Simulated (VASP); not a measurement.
# SnO2 (Pca2_1) in VASP: further runs

SnO2 is run at these levels: PBE; tasks: single point.

All numbers are computed with VASP 6.6.1; they aren't measurements. Logs are shortened: lines on timing, memory, paths and dates and some standing lists are left out, and cuts for length are marked.

## Step 1: The cell of the first run

It takes space group Pca2_1 (No. 29, orthorhombic). The conventional cell has a = 5.170 Å, b = 5.170 Å, c = 5.170 Å, α = 90.00°, β = 90.00°, γ = 90.00°. Within 2.7 Å of Sn (site symmetry 1) lie 6 O at 2.05 to 2.17 Å. Within 3.0 Å of O (site symmetry 1) lie 4 Sn at 2.05 to 2.99 Å and 7 O at 2.74 to 2.88 Å. O (site symmetry 1) has 3 Sn at 2.08 to 2.17 Å and 7 O at 2.74 to 2.88 Å within 2.9 Å.

## Step 2: Single point, PBE (all Sn atoms moved +0.075 Å, as atom 1 along Cartesian [1 0 0])

INCAR

```
SYSTEM = SnO2
PREC = Accurate ; ENCUT = 520
EDIFF = 1E-6 ; ISMEAR = 0
SIGMA = 0.05 ; LREAL = .FALSE.
LASPH = .TRUE. ; NELM = 100
ALGO = Normal ; ISIF = 2
LWAVE = .FALSE. ; LCHARG = .FALSE.
GGA = PE ; NBANDS = 64
KPAR = 4
```

KPOINTS

```
Automatic mesh
0
G
  8 8 8
  0 0 0
```

POSCAR

```
SnO2
1.0
    5.1697993239      0.0000000000      0.0000000000
    0.0000000000      5.1697993239      0.0000000000
    0.0000000000      0.0000000000      5.1697993239
Sn O
4 8
Direct
    0.0145073329      0.5000000000      0.5000000000
    0.5145073329      0.5000000000      0.0000000000
    0.5145073329      0.0000000000      0.5000000000
    0.0145073329      0.0000000000      0.0000000000
    0.3390931048      0.1609068952      0.8390931048
    0.1609068952      0.8390931048      0.3390931048
    0.8390931048      0.3390931048      0.1609068952
    0.6609068952      0.6609068952      0.6609068952
    0.3390931048      0.3390931048      0.3390931048
    0.1609068952      0.6609068952      0.8390931048
    0.8390931048      0.1609068952      0.6609068952
    0.6609068952      0.8390931048      0.1609068952
```

Potentials or basis: VASP PAW PBE potentials, release 64 (Sn_d, O).

The run is started by

```
> cat potpaw_PBE.64/Sn_d/POTCAR potpaw_PBE.64/O/POTCAR > POTCAR
> mpirun -np 4 vasp_std > vasp.out
```

OUTCAR:

```text
SYSTEM = SnO2
   PREC = Accurate
   ENCUT = 520
   EDIFF = 1E-6
   ISMEAR = 0
   LREAL = .FALSE.
   LASPH = .TRUE.
   NELM = 100
   ISIF = 2
   GGA = PE

 ion  position               nearest neighbor table
   1  0.015  0.500  0.500-   9 2.05   6 2.08  10 2.08   7 2.14  11 2.14   8 2.17   2 3.66   3 3.66
                             4 3.66   2 3.66   4 3.66   3 3.66   4 3.66   4 3.66   2 3.66   3 3.66
   2  0.515  0.500  0.000-   7 2.05   8 2.08  12 2.08   9 2.14   5 2.14  10 2.17   1 3.66   3 3.66
                             4 3.66   1 3.66   3 3.66   3 3.66   4 3.66   3 3.66   1 3.66   4 3.66
   3  0.515  0.000  0.500-  11 2.05   8 2.08  12 2.08   5 2.14   9 2.14   6 2.17   1 3.66   2 3.66
                             4 3.66   2 3.66   4 3.66   1 3.66   2 3.66   2 3.66   1 3.66   4 3.66
   4  0.015  0.000  0.000-   5 2.05   6 2.08  10 2.08   7 2.14  11 2.14  12 2.17   1 3.66   2 3.66
                             3 3.66   1 3.66   3 3.66   1 3.66   2 3.66   1 3.66   2 3.66   3 3.66
   5  0.339  0.161  0.839-   4 2.05   3 2.14   2 2.14
   6  0.161  0.839  0.339-   1 2.08   4 2.08   3 2.17
   7  0.839  0.339  0.161-   2 2.05   1 2.14   4 2.14
   8  0.661  0.661  0.661-   2 2.08   3 2.08   1 2.17
   9  0.339  0.339  0.339-   1 2.05   2 2.14   3 2.14
  10  0.161  0.661  0.839-   1 2.08   4 2.08   2 2.17
  11  0.839  0.161  0.661-   3 2.05   1 2.14   4 2.14
  12  0.661  0.839  0.161-   2 2.08   3 2.08   4 2.17

  LATTYP: Found a simple cubic cell.
 ALAT       =     5.1697993239

  Lattice vectors:

 A1 = (   5.1697993239,   0.0000000000,   0.0000000000)
 A2 = (   0.0000000000,   5.1697993239,   0.0000000000)
 A3 = (   0.0000000000,   0.0000000000,   5.1697993239)

Analysis of symmetry for initial positions (statically):
=====================================================================
 Subroutine PRICEL returns:
 Original cell was already a primitive cell.

 Routine SETGRP: Setting up the symmetry group for a
 simple cubic supercell.

 Subroutine GETGRP returns: Found  4 space group operations
 (whereof  1 operations were pure point group operations)
 out of a pool of 48 trial point group operations.

The static configuration has the point symmetry C_1 .
 The point group associated with its full space group is C_2v.

Analysis of symmetry for dynamics (positions and initial velocities):
=====================================================================
 Subroutine PRICEL returns:
 Original cell was already a primitive cell.

 Routine SETGRP: Setting up the symmetry group for a
 simple cubic supercell.

 Subroutine GETGRP returns: Found  4 space group operations
 (whereof  1 operations were pure point group operations)
 out of a pool of 48 trial point group operations.
[... 133 lines left out ...]
   NELECT =     104.0000    total number of electrons
   NUPDOWN=      -1.0000    fix difference up-down
   EMIN   =  10.00;   EMAX   =-10.00  energy-range for DOS
   EFERMI =   0.00;   METHOD = LEGACY
   ISMEAR =     0;   SIGMA  =   0.05  broadening in eV -4-tet -1-fermi 0-gaus
   EFERMI_NEDOS =   21; number of points for ismear=-14 and -15
   IALGO  =     38    algorithm
   IMIX   =      4    mixing-type and parameters
     AMIX     =   0.40;   BMIX     =  1.00
     AMIX_MAG =   1.60;   BMIX_MAG =  1.00
  volume/ion in A,a.u.               =      11.51        77.70
  Fermi-wavevector in a.u.,A,eV,Ry     =   1.489175  2.814132 30.172834  2.217641
  Thomas-Fermi vector in A             =   2.602116
   LORBIT       =      0    0 simple, 1 ext, 2 COOP (PROOUT), +10 PAW based schemes
   GGA     = PE    functional components
   LHFCALC =     F    Hartree Fock is set to
   AEXX    =    0.0000 exact exchange contribution
   IVDW    =     0    specifies the selected vdW correction
   LEPSILON=     F    determine dielectric tensor
   LRPA    =     F    only Hartree local field effects (RPA)
 non-spin polarized calculation
 Gauss-broadening in eV      SIGMA  =   0.05
  energy-cutoff  :      520.00
  volume of cell :      138.17
 maximum number of plane-waves:      3767
 NGX is ok and might be reduce to    40
   NGX = 19   NGY = 19   NGZ = 19

 number of electron     103.9999989 magnetization

 Free energy of the ion-electron system (eV)
  ---------------------------------------------------
  ext. energy  EPLUGINS =         0.00000000
  ---------------------------------------------------
  free energy    TOTEN  =       -73.28114250 eV

  energy without entropy =      -73.28114250  energy(sigma->0) =      -73.28114250

 E-fermi :   6.8287     XC(G=0): -11.6388

 val. band max:        6.6093532515   @ k =  -0.1250   0.5000   0.0000
 cond. band min:       7.1786378683   @ k =   0.0000   0.0000   0.0000
 fundamental gap:      0.5692846168
 Fermi energy:         6.8286886686

 k-point     1 :       0.0000    0.0000    0.0000
  band No.  band energies     occupation
      1     -14.2275      2.00000
      2     -14.2244      2.00000
      3     -14.2203      2.00000
      4     -13.5500      2.00000
      5     -13.5432      2.00000
      6     -13.5343      2.00000
[... 1597 lines left out ...]
     63      16.0651      0.00000
     64      16.9172      0.00000

 [... further k-points ...]
[... 5 lines left out ...]
  --------------------------------------------------------------------------------------
  -------------------------------------------------------------------------------------
  Total        1.1735747      0.9545037      0.9450522      0.0000000      0.0000000      0.0000000
  in kB       13.6081866     11.0679484     10.9583542      0.0000000      0.0000000      0.0000000
  external PRESSURE =      11.8781631 kB  Pullay stress =       0.0000000 kB

 VOLUME and BASIS-vectors are now :
 -----------------------------------------------------------------------------
  energy-cutoff  :      520.00
  volume of cell :      138.17
      direct lattice vectors                 reciprocal lattice vectors
     5.169799324  0.000000000  0.000000000     0.193431106  0.000000000  0.000000000
     0.000000000  5.169799324  0.000000000     0.000000000  0.193431106  0.000000000
     0.000000000  0.000000000  5.169799324     0.000000000  0.000000000  0.193431106

 POSITION                                       TOTAL-FORCE (eV/Angst)
 -----------------------------------------------------------------------------------
      0.07500      2.58490      2.58490        -0.904214     -0.059512      0.174631
      2.65990      2.58490      0.00000        -0.904214     -0.059512     -0.174631
      2.65990      0.00000      2.58490        -0.904214      0.059512     -0.174631
      0.07500      0.00000      0.00000        -0.904214      0.059512      0.174631
      1.75304      0.83186      4.33794         0.520910      0.325736     -0.256091
      0.83186      4.33794      1.75304         0.383304      0.264926      0.193059
      4.33794      1.75304      0.83186         0.520910     -0.325736      0.256091
      3.41676      3.41676      3.41676         0.383304     -0.264926     -0.193059
      1.75304      1.75304      1.75304         0.520910     -0.325736     -0.256091
      0.83186      3.41676      4.33794         0.383304     -0.264926      0.193059
      4.33794      0.83186      3.41676         0.520910      0.325736      0.256091
      3.41676      4.33794      0.83186         0.383304      0.264926     -0.193059
 -----------------------------------------------------------------------------------
    total drift:                                0.002581      0.000000      0.000007

  FREE ENERGIE OF THE ION-ELECTRON SYSTEM (eV)
  ---------------------------------------------------
  free  energy   TOTEN  =       -73.2811424950 eV

  energy  without entropy=      -73.2811424950  energy(sigma->0) =      -73.28114250
```

stdout:

```text
POSCAR found type information on POSCAR SnO
 POSCAR found :  2 types and      12 ions
 scaLAPACK will be used
 LDA part: xc-table for (Slater+PW92), standard interpolation
 POSCAR, INCAR and KPOINTS ok, starting setup
 FFT: planning ... GRIDC
 FFT: planning ... GRID_SOFT
 FFT: planning ... GRID
 WAVECAR not read
 entering main loop
```

Run time: 5 min. Hardware: 4 MPI ranks of Intel Xeon Platinum 8375C at 2.90GHz (Ice Lake), shared host; peak memory 0.77 GiB.

What came out:

| Property | Result |
| --- | --- |
| Free energy | -73.2811 eV |
| Pressure | 1.2 GPa |
| Largest force | 0.923 eV/Å |
| Band gap on the k mesh | 0.57 eV (least direct gap 0.65 eV) |

Forces in eV/Å, atoms in the order of the input:
```
Sn  -0.904 -0.060  0.175
Sn  -0.904 -0.060 -0.175
Sn  -0.904  0.060 -0.175
Sn  -0.904  0.060  0.175
O    0.521  0.326 -0.256
O    0.383  0.265  0.193
O    0.521 -0.326  0.256
O    0.383 -0.265 -0.193
O    0.521 -0.326 -0.256
O    0.383 -0.265  0.193
O    0.521  0.326  0.256
O    0.383  0.265 -0.193
```

Stress tensor (GPa, compression positive):
```
1.36 0.00 0.00
0.00 1.11 0.00
0.00 0.00 1.10
```

Caveat: the cell differs from its parent crystal (all Sn atoms moved +0.075 Å, as atom 1 along Cartesian [1 0 0]); semilocal functionals underestimate gaps, and a narrow one can read as zero; spin-orbit coupling is left out, which moves the levels of the heavy elements. A k mesh can miss the band edges.

## Step 3: Single point, PBE (all Sn atoms moved +0.113 Å, as atom 1 along Cartesian [1 0 0])

INCAR

```
SYSTEM = SnO2
PREC = Accurate ; ENCUT = 520
EDIFF = 1E-6 ; ISMEAR = 0
SIGMA = 0.05 ; LREAL = .False.
LASPH = .True. ; NELM = 100
ALGO = Normal ; ISIF = 2
LWAVE = .False. ; LCHARG = .False.
GGA = PE ; NBANDS = 64
KPAR = 4
```

KPOINTS

```
regular mesh
0
Gamma
  8 8 8
  0 0 0
```

Changes to POSCAR since step 2:

```diff
@@ -8,6 +8,6 @@
 Direct
-    0.0145073329      0.5000000000      0.5000000000
-    0.5145073329      0.5000000000      0.0000000000
-    0.5145073329      0.0000000000      0.5000000000
-    0.0145073329      0.0000000000      0.0000000000
+    0.0217609994      0.5000000000      0.5000000000
+    0.5217609994      0.5000000000      0.0000000000
+    0.5217609994      0.0000000000      0.5000000000
+    0.0217609994      0.0000000000      0.0000000000
     0.3390931048      0.1609068952      0.8390931048
```

Potentials or basis: VASP PAW PBE potentials, release 64 (Sn_d, O).

The run is started by

```
> cat potpaw_PBE.64/Sn_d/POTCAR potpaw_PBE.64/O/POTCAR > POTCAR
> mpirun -np 4 vasp_std > vasp.out
```

OUTCAR:

```text
SYSTEM = SnO2
   PREC = Accurate
   ENCUT = 520
   EDIFF = 1E-6
   ISMEAR = 0
   LREAL = .False.
   LASPH = .True.
   NELM = 100
   ISIF = 2
   GGA = PE

 ion  position               nearest neighbor table
   1  0.022  0.500  0.500-   9 2.02   6 2.07  10 2.07   7 2.16  11 2.16   8 2.21   2 3.66   3 3.66
                             4 3.66   2 3.66   4 3.66   3 3.66   4 3.66   4 3.66   2 3.66   3 3.66
   2  0.522  0.500  0.000-   7 2.02   8 2.07  12 2.07   9 2.16   5 2.16  10 2.21   1 3.66   3 3.66
                             4 3.66   1 3.66   3 3.66   3 3.66   4 3.66   3 3.66   1 3.66   4 3.66
   3  0.522  0.000  0.500-  11 2.02   8 2.07  12 2.07   5 2.16   9 2.16   6 2.21   1 3.66   2 3.66
                             4 3.66   2 3.66   4 3.66   1 3.66   2 3.66   2 3.66   1 3.66   4 3.66
   4  0.022  0.000  0.000-   5 2.02   6 2.07  10 2.07   7 2.16  11 2.16  12 2.21   1 3.66   2 3.66
                             3 3.66   1 3.66   3 3.66   1 3.66   2 3.66   1 3.66   2 3.66   3 3.66
   5  0.339  0.161  0.839-   4 2.02   3 2.16   2 2.16
   6  0.161  0.839  0.339-   1 2.07   4 2.07   3 2.21
   7  0.839  0.339  0.161-   2 2.02   1 2.16   4 2.16
   8  0.661  0.661  0.661-   2 2.07   3 2.07   1 2.21
   9  0.339  0.339  0.339-   1 2.02   2 2.16   3 2.16
  10  0.161  0.661  0.839-   1 2.07   4 2.07   2 2.21
  11  0.839  0.161  0.661-   3 2.02   1 2.16   4 2.16
  12  0.661  0.839  0.161-   2 2.07   3 2.07   4 2.21

  LATTYP: Found a simple cubic cell.
 ALAT       =     5.1697993239

  Lattice vectors:

 A1 = (   5.1697993239,   0.0000000000,   0.0000000000)
 A2 = (   0.0000000000,   5.1697993239,   0.0000000000)
 A3 = (   0.0000000000,   0.0000000000,   5.1697993239)

Analysis of symmetry for initial positions (statically):
=====================================================================
 Subroutine PRICEL returns:
 Original cell was already a primitive cell.

 Routine SETGRP: Setting up the symmetry group for a
 simple cubic supercell.

 Subroutine GETGRP returns: Found  4 space group operations
 (whereof  1 operations were pure point group operations)
 out of a pool of 48 trial point group operations.

[... 164 lines left out ...]
   IVDW    =     0    specifies the selected vdW correction
   LEPSILON=     F    determine dielectric tensor
   LRPA    =     F    only Hartree local field effects (RPA)
 non-spin polarized calculation
 Gauss-broadening in eV      SIGMA  =   0.05
  energy-cutoff  :      520.00
  volume of cell :      138.17
 maximum number of plane-waves:      3767
 NGX is ok and might be reduce to    40
   NGX = 19   NGY = 19   NGZ = 19

 number of electron     104.0000002 magnetization

 Free energy of the ion-electron system (eV)
  ---------------------------------------------------
  ext. energy  EPLUGINS =         0.00000000
  ---------------------------------------------------
  free energy    TOTEN  =       -73.11061893 eV

  energy without entropy =      -73.11061893  energy(sigma->0) =      -73.11061893

 E-fermi :   6.9253     XC(G=0): -11.6370

 val. band max:        6.6146446861   @ k =  -0.1250   0.5000   0.0000
 cond. band min:       7.1799635203   @ k =   0.0000   0.0000   0.0000
 fundamental gap:      0.5653188342
 Fermi energy:         6.9252543419

 k-point     1 :       0.0000    0.0000    0.0000
  band No.  band energies     occupation
      1     -14.2428      2.00000
      2     -14.2358      2.00000
      3     -14.2265      2.00000
      4     -13.5723      2.00000
      5     -13.5573      2.00000
      6     -13.5362      2.00000
[... 1597 lines left out ...]
     63      16.0930      0.00000
     64      16.9276      0.00000

 [... further k-points ...]
[... 5 lines left out ...]
  --------------------------------------------------------------------------------------
  -------------------------------------------------------------------------------------
  Total        1.9975486      1.5081194      1.4862083      0.0000000      0.0000000      0.0000000
  in kB       23.1625778     17.4874002     17.2333303      0.0000000      0.0000000      0.0000000
  external PRESSURE =      19.2944361 kB  Pullay stress =       0.0000000 kB

 VOLUME and BASIS-vectors are now :
 -----------------------------------------------------------------------------
  energy-cutoff  :      520.00
  volume of cell :      138.17
      direct lattice vectors                 reciprocal lattice vectors
     5.169799324  0.000000000  0.000000000     0.193431106  0.000000000  0.000000000
     0.000000000  5.169799324  0.000000000     0.000000000  0.193431106  0.000000000
     0.000000000  0.000000000  5.169799324     0.000000000  0.000000000  0.193431106

 POSITION                                       TOTAL-FORCE (eV/Angst)
 -----------------------------------------------------------------------------------
      0.11250      2.58490      2.58490        -1.372414     -0.071244      0.279461
      2.69740      2.58490      0.00000        -1.372414     -0.071244     -0.279461
      2.69740      0.00000      2.58490        -1.372414      0.071244     -0.279461
      0.11250      0.00000      0.00000        -1.372414      0.071244      0.279461
      1.75304      0.83186      4.33794         0.840304      0.520475     -0.417107
      0.83186      4.33794      1.75304         0.532110      0.379586      0.271149
      4.33794      1.75304      0.83186         0.840304     -0.520475      0.417107
      3.41676      3.41676      3.41676         0.532110     -0.379586     -0.271149
      1.75304      1.75304      1.75304         0.840304     -0.520475     -0.417107
      0.83186      3.41676      4.33794         0.532110     -0.379586      0.271149
      4.33794      0.83186      3.41676         0.840304      0.520475      0.417107
      3.41676      4.33794      0.83186         0.532110      0.379586     -0.271149
 -----------------------------------------------------------------------------------
    total drift:                               -0.002394      0.000000     -0.000010

  FREE ENERGIE OF THE ION-ELECTRON SYSTEM (eV)
  ---------------------------------------------------
  free  energy   TOTEN  =       -73.1106189310 eV

  energy  without entropy=      -73.1106189310  energy(sigma->0) =      -73.11061893
```

It took 6.4 min on 4 MPI ranks of Oxide Virtual Turin-like, shared host; peak memory 0.76 GiB.

What came out:

| Property | Result |
| --- | --- |
| Free energy | -73.1106 eV |
| Pressure | 1.9 GPa |
| Largest force | 1.402 eV/Å |
| Band gap on the k mesh | 0.57 eV (least direct gap 0.65 eV) |

Forces in eV/Å, atoms in the order of the input:
```
Sn  -1.372 -0.071  0.279
Sn  -1.372 -0.071 -0.279
Sn  -1.372  0.071 -0.279
Sn  -1.372  0.071  0.279
O    0.840  0.520 -0.417
O    0.532  0.380  0.271
O    0.840 -0.520  0.417
O    0.532 -0.380 -0.271
O    0.840 -0.520 -0.417
O    0.532 -0.380  0.271
O    0.840  0.520  0.417
O    0.532  0.380 -0.271
```

Caveat: the cell differs from its parent crystal (all Sn atoms moved +0.113 Å, as atom 1 along Cartesian [1 0 0]); semilocal functionals underestimate gaps, and a narrow one can read as zero; spin-orbit coupling is left out, which moves the levels of the heavy elements; forces of over 1 eV/Å act on the atoms, so gaps and moduli don't describe the material at rest. A k mesh can miss the band edges.
